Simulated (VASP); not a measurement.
# Li2ZrN3 (P4/mmm) in VASP: single point with PBE

Aim: the single point of Li2ZrN3 with PBE.

All numbers are computed with VASP 6.6.1; they aren't measurements. Logs are shortened: lines on timing, memory, paths and dates and some standing lists are left out, and cuts for length are marked.

## Step 1: The cell of the first run

The structure is tetragonal, space group P4/mmm (No. 123). The conventional cell has a = 4.027 Å, b = 4.027 Å, c = 4.289 Å, α = 90.00°, β = 90.00°, γ = 90.00°. Within 2.7 Å of Li (site symmetry mmm) lie 2 Zr at 2.01 Å and 4 N at 2.52 Å. Zr (site symmetry 4/mmm) has 2 N at 1.51 Å within 2.0 Å. N (site symmetry 4mm) has 1 N at 1.26 Å and 1 Zr at 1.51 Å within 1.7 Å. N (site symmetry 4/mmm) has 8 N at 2.92 Å and 8 Li at 2.94 Å and 8 Zr at 3.56 Å within 3.8 Å.

## Step 2: Single point, PBE

Contents of INCAR:

```
SYSTEM = Li2ZrN3
PREC = Accurate ; ENCUT = 520
EDIFF = 1E-7 ; ISMEAR = 0
SIGMA = 0.1 ; LREAL = .False.
LASPH = .True. ; NELM = 60
ALGO = Normal ; ISIF = 2
LWAVE = .False. ; LCHARG = .False.
GGA = PE ; NBANDS = 26
```

Contents of KPOINTS:

```
regular mesh
0
Gamma
  4 4 4
  0 0 0
```

Contents of POSCAR:

```
Li2ZrN3
1.0
    4.0266417000      0.0000000000      0.0000000000
    0.0000000000      4.0266417000      0.0000000000
    0.0000000000      0.0000000000      4.2889494200
Li Zr N
2 1 3
Direct
    0.0000000000      0.5000000000      0.0000000000
    0.5000000000      0.0000000000      0.0000000000
    0.0000000000      0.0000000000      0.0000000000
    0.0000000000      0.0000000000      0.3528428100
    0.0000000000      0.0000000000      0.6471571900
    0.5000000000      0.5000000000      0.5000000000
```

Potentials or basis: VASP PAW PBE potentials, release 64 (Li_sv, Zr_sv, N).

The run is started by

```sh
$ cat potpaw_PBE.64/Li_sv/POTCAR potpaw_PBE.64/Zr_sv/POTCAR potpaw_PBE.64/N/POTCAR > POTCAR
$ mpirun -np 1 vasp_std > vasp.out
```

OUTCAR:

```text
SYSTEM = Li2ZrN3
   PREC = Accurate
   ENCUT = 520
   EDIFF = 1E-7
   ISMEAR = 0
   LREAL = .False.
   LASPH = .True.
   NELM = 60
   ISIF = 2
   GGA = PE

 ion  position               nearest neighbor table
   1  0.000  0.500  0.000-   3 2.01   3 2.01
   2  0.500  0.000  0.000-   3 2.01   3 2.01
   3  0.000  0.000  0.000-   4 1.51   5 1.51   1 2.01   2 2.01   1 2.01   2 2.01   5 2.78   4 2.78

   4  0.000  0.000  0.353-   5 1.26   3 1.51   3 2.78
   5  0.000  0.000  0.647-   4 1.26   3 1.51   3 2.78
   6  0.500  0.500  0.500-

  LATTYP: Found a simple tetragonal cell.
 ALAT       =     4.0266417000
 C/A-ratio  =     1.0651430496

  Lattice vectors:

 A1 = (   4.0266417000,   0.0000000000,   0.0000000000)
 A2 = (   0.0000000000,   4.0266417000,   0.0000000000)
 A3 = (   0.0000000000,   0.0000000000,   4.2889494200)

Analysis of symmetry for initial positions (statically):
=====================================================================
 Subroutine PRICEL returns:
 Original cell was already a primitive cell.

 Routine SETGRP: Setting up the symmetry group for a
 simple tetragonal supercell.

 Subroutine GETGRP returns: Found 16 space group operations
 (whereof 16 operations were pure point group operations)
 out of a pool of 16 trial point group operations.

The static configuration has the point symmetry D_4h.

Analysis of symmetry for dynamics (positions and initial velocities):
=====================================================================
 Subroutine PRICEL returns:
 Original cell was already a primitive cell.

 Routine SETGRP: Setting up the symmetry group for a
 simple tetragonal supercell.

 Subroutine GETGRP returns: Found 16 space group operations
 (whereof 16 operations were pure point group operations)
 out of a pool of 16 trial point group operations.

The dynamic configuration has the point symmetry D_4h.

 Subroutine INISYM returns: Found 16 space group operations
 (whereof 16 operations are pure point group operations),
 and found     1 'primitive' translations

----------------------------------------------------------------------------------------

                                     Primitive cell

  volume of cell :      69.5404

  direct lattice vectors                    reciprocal lattice vectors
     4.026641700  0.000000000  0.000000000     0.248345911  0.000000000  0.000000000
     0.000000000  4.026641700  0.000000000     0.000000000  0.248345911  0.000000000
     0.000000000  0.000000000  4.288949420     0.000000000  0.000000000  0.233157331

  length of vectors
     4.026641700  4.026641700  4.288949420     0.248345911  0.248345911  0.233157331

  position of ions in fractional coordinates (direct lattice)
     0.000000000  0.500000000  0.000000000
     0.500000000  0.000000000  0.000000000
     0.000000000  0.000000000  0.000000000
     0.000000000  0.000000000  0.352842810
     0.000000000  0.000000000  0.647157190
     0.500000000  0.500000000  0.500000000

  ion indices of the primitive-cell ions
   primitive index   ion index
                 1           1
                 2           2
                 3           3
                 4           4
                 5           5
                 6           6

----------------------------------------------------------------------------------------

 KPOINTS: regular mesh

Automatic generation of k-mesh.
 Grid dimensions read from file:
 generate k-points for:    4    4    4

 Generating k-lattice:

  Cartesian coordinates                     Fractional coordinates (reciprocal lattice)
     0.062086478  0.000000000  0.000000000     0.250000000  0.000000000  0.000000000
     0.000000000  0.062086478  0.000000000     0.000000000  0.250000000  0.000000000
     0.000000000  0.000000000  0.058289333     0.000000000  0.000000000  0.250000000

  Length of vectors
     0.062086478  0.062086478  0.058289333

  Shift w.r.t. Gamma in fractional coordinates (k-lattice)
     0.000000000  0.000000000  0.000000000

 Subroutine IBZKPT returns following result:
 ===========================================

 Found     18 irreducible k-points:

 Following reciprocal coordinates:
            Coordinates               Weight
  0.000000  0.000000  0.000000      1.000000
  0.250000  0.000000  0.000000      4.000000
  0.500000  0.000000  0.000000      2.000000
  0.250000  0.250000  0.000000      4.000000
  0.500000  0.250000  0.000000      4.000000
  0.500000  0.500000  0.000000      1.000000
[... 10 lines left out ...]
  0.500000  0.250000  0.500000      4.000000
  0.500000  0.500000  0.500000      1.000000
   k-points           NKPTS =     18   k-points in BZ     NKDIM =     18   number of bands    NBANDS=     26
   number of dos      NEDOS =    301   number of ions     NIONS =      6
   total plane-waves  NPLWV =  28800
   dimension x,y,z NGX =    30 NGY =   30 NGZ =   32
   dimension x,y,z NGXF=    60 NGYF=   60 NGZF=   64
   ions per type =               2   1   3
   NGX,Y,Z   is equivalent  to a cutoff of  12.39, 12.39, 12.40 a.u.
   NGXF,Y,Z  is equivalent  to a cutoff of  24.77, 24.77, 24.81 a.u.
 SYSTEM =  Li2ZrN3
   PREC   = accura    normal or accurate (medium, high low for compatibility)
   ISTART =      0    job   : 0-new  1-cont  2-samecut
   ICHARG =      2    charge: 1-file 2-atom 10-const
   ISPIN  =      1    spin polarized calculation?
   LNONCOLLINEAR =      F non collinear calculations
   LSORBIT =      F    spin-orbit coupling
   LASPH  =      T    aspherical Exc in radial PAW
   ENCUT  =  520.0 eV  38.22 Ry    6.18 a.u.   7.49  7.49  7.97*2*pi/ulx,y,z
   NELM   =     60;   NELMIN=  2; NELMDL= -5     # of ELM steps
   EDIFF  = 0.1E-06   stopping-criterion for ELM
   LREAL  =      F    real-space projection
   EDIFFG = 0.1E-05   stopping-criterion for IOM
   NSW    =      0    number of steps for IOM
   IBRION =     -1    ionic relax: 0-MD 1-quasi-New 2-CG
   NFREE  =      0    steps in history (QN), initial steepest desc. (CG)
   ISIF   =      2    stress and relaxation
   ISYM   =      2    0-nonsym 1-usesym 2-fastsym
   POTIM  = 0.5000    time-step for ionic-motion
   TEBEG  =    0.0;   TEEND  =   0.0 temperature during run
   PSTRESS=    0.0 pullay stress
   NELECT =      33.0000    total number of electrons
   NUPDOWN=      -1.0000    fix difference up-down
   EMIN   =  10.00;   EMAX   =-10.00  energy-range for DOS
   EFERMI =   0.00;   METHOD = LEGACY
   ISMEAR =     0;   SIGMA  =   0.10  broadening in eV -4-tet -1-fermi 0-gaus
   EFERMI_NEDOS =   21; number of points for ismear=-14 and -15
   IALGO  =     38    algorithm
   IMIX   =      4    mixing-type and parameters
     AMIX     =   0.40;   BMIX     =  1.00
     AMIX_MAG =   1.60;   BMIX_MAG =  1.00
  volume/ion in A,a.u.               =      11.59        78.21
  Fermi-wavevector in a.u.,A,eV,Ry     =   1.276930  2.413048 22.184992  1.630551
  Thomas-Fermi vector in A             =   2.409559
   LORBIT       =      0    0 simple, 1 ext, 2 COOP (PROOUT), +10 PAW based schemes
   GGA     = PE    functional components
   LHFCALC =     F    Hartree Fock is set to
   AEXX    =    0.0000 exact exchange contribution
   IVDW    =     0    specifies the selected vdW correction
   LEPSILON=     F    determine dielectric tensor
   LRPA    =     F    only Hartree local field effects (RPA)
 non-spin polarized calculation
 Gauss-broadening in eV      SIGMA  =   0.10
  energy-cutoff  :      520.00
  volume of cell :       69.54
 maximum number of plane-waves:      1920
 NGX is ok and might be reduce to    30
   NGX = 15   NGY = 15   NGZ = 15

 number of electron      32.9999981 magnetization

 Free energy of the ion-electron system (eV)
  ---------------------------------------------------
  ext. energy  EPLUGINS =         0.00000000
  ---------------------------------------------------
  free energy    TOTEN  =       -13.29932509 eV

  energy without entropy =      -13.27392008  energy(sigma->0) =      -13.28662259

 E-fermi :   4.6860     XC(G=0): -10.0301

 val. band max:        4.6851412864   @ k =   0.2500   0.0000   0.5000
 cond. band min:       4.7035095336   @ k =   0.0000   0.0000   0.0000
 fundamental gap:      0.0183682472
 Fermi energy:         4.6860307171

 k-point     1 :       0.0000    0.0000    0.0000
  band No.  band energies     occupation
      1     -44.8904      2.00000
      2     -43.8465      2.00000
      3     -43.3195      2.00000
      4     -26.1101      2.00000
      5     -22.4071      2.00000
      6     -22.4071      2.00000
[... 18 lines left out ...]
     25      13.2357      0.00000
     26      13.5947      0.00000

 k-point     2 :       0.2500    0.0000    0.0000
  band No.  band energies     occupation
      1     -44.8024      2.00000
      2     -43.8576      2.00000
      3     -43.4183      2.00000
      4     -26.1079      2.00000
      5     -22.4036      2.00000
      6     -22.3117      2.00000
[... 18 lines left out ...]
     25      13.3392      0.00000
     26      15.2469      0.00000

 k-point     3 :       0.5000    0.0000    0.0000
  band No.  band energies     occupation
      1     -44.6972      2.00000
      2     -43.8795      2.00000
      3     -43.5233      2.00000
      4     -26.1056      2.00000
      5     -22.4000      2.00000
      6     -22.2154      2.00000
[... 18 lines left out ...]
     25      13.5185      0.00000
     26      15.4334      0.00000

 k-point     4 :       0.2500    0.2500    0.0000
  band No.  band energies     occupation
      1     -44.7013      2.00000
      2     -43.8630      2.00000
      3     -43.5360      2.00000
      4     -26.1056      2.00000
      5     -22.3081      2.00000
      6     -22.3079      2.00000
[... 18 lines left out ...]
     25      14.2605      0.00000
     26      14.3346      0.00000
[... 322 lines left out ...]
      1     -44.6997      2.00000
      2     -43.8630      2.00000
      3     -43.5354      2.00000
      4     -26.2537      2.00000
      5     -22.2928      2.00000
      6     -22.2927      2.00000
[... 18 lines left out ...]
     25      11.2731      0.00000
     26      12.1088      0.00000

 k-point    17 :       0.5000    0.2500    0.5000
  band No.  band energies     occupation
      1     -44.5710      2.00000
      2     -43.8794      2.00000
      3     -43.6694      2.00000
      4     -26.2506      2.00000
      5     -22.2891      2.00000
      6     -22.1957      2.00000
[... 18 lines left out ...]
     25      12.2651      0.00000
     26      13.1901      0.00000

 k-point    18 :       0.5000    0.5000    0.5000
  band No.  band energies     occupation
      1     -44.3830      2.00000
      2     -43.8793      2.00000
      3     -43.8793      2.00000
      4     -26.2477      2.00000
      5     -22.1918      2.00000
      6     -22.1918      2.00000
[... 18 lines left out ...]
     25      13.3829      0.00000
     26      14.1292      0.00000

------------------------ aborting loop because EDIFF is reached ----------------------------------------

  FORCE on cell =-STRESS in cart. coord.  units (eV):
  Direction    XX          YY          ZZ          XY          YZ          ZX
  --------------------------------------------------------------------------------------
  -------------------------------------------------------------------------------------
  Total       15.0240539     15.0240539     80.9975548      0.0000000      0.0000000      0.0000000
  in kB      346.1471947    346.1471947   1866.1458888      0.0000000      0.0000000      0.0000000
  external PRESSURE =     852.8134261 kB  Pullay stress =       0.0000000 kB

 VOLUME and BASIS-vectors are now :
 -----------------------------------------------------------------------------
  energy-cutoff  :      520.00
  volume of cell :       69.54
      direct lattice vectors                 reciprocal lattice vectors
     4.026641700  0.000000000  0.000000000     0.248345911  0.000000000  0.000000000
     0.000000000  4.026641700  0.000000000     0.000000000  0.248345911  0.000000000
     0.000000000  0.000000000  4.288949420     0.000000000  0.000000000  0.233157331

 POSITION                                       TOTAL-FORCE (eV/Angst)
 -----------------------------------------------------------------------------------
      0.00000      2.01332      0.00000         0.000000     -0.000000     -0.000000
      2.01332      0.00000      0.00000         0.000000     -0.000000     -0.000000
      0.00000      0.00000      0.00000         0.000000     -0.000000     -0.000000
      0.00000      0.00000      1.51332        -0.000000      0.000000     20.735782
      0.00000      0.00000      2.77562         0.000000      0.000000    -20.735782
      2.01332      2.01332      2.14447         0.000000     -0.000000     -0.000000
 -----------------------------------------------------------------------------------
    total drift:                                0.000000     -0.000000      0.000000

  FREE ENERGIE OF THE ION-ELECTRON SYSTEM (eV)
  ---------------------------------------------------
  free  energy   TOTEN  =       -13.2993250913 eV

  energy  without entropy=      -13.2739200794  energy(sigma->0) =      -13.28662259
```

It took 18 s on 1 thread of Intel Xeon 6975P-C (Granite Rapids), shared host; peak memory 0.18 GiB.

Results:

* Free energy: -13.2993 eV
* Largest force: 20.736 eV/Å

Forces on the atoms (eV/Å):
```
Li    0.000   0.000   0.000
Li    0.000   0.000   0.000
Zr    0.000   0.000   0.000
N     0.000   0.000  20.736
N     0.000   0.000 -20.736
N     0.000   0.000   0.000
```

Caveat: the k points lie up to 0.39 Å⁻¹ apart; the cutoff is under 1.25 times the usual one of these potentials, so pressure, stress and relaxed cells hold a basis-set (Pulay) error; forces of over 1 eV/Å act on the atoms, so gaps and moduli don't describe the material at rest.
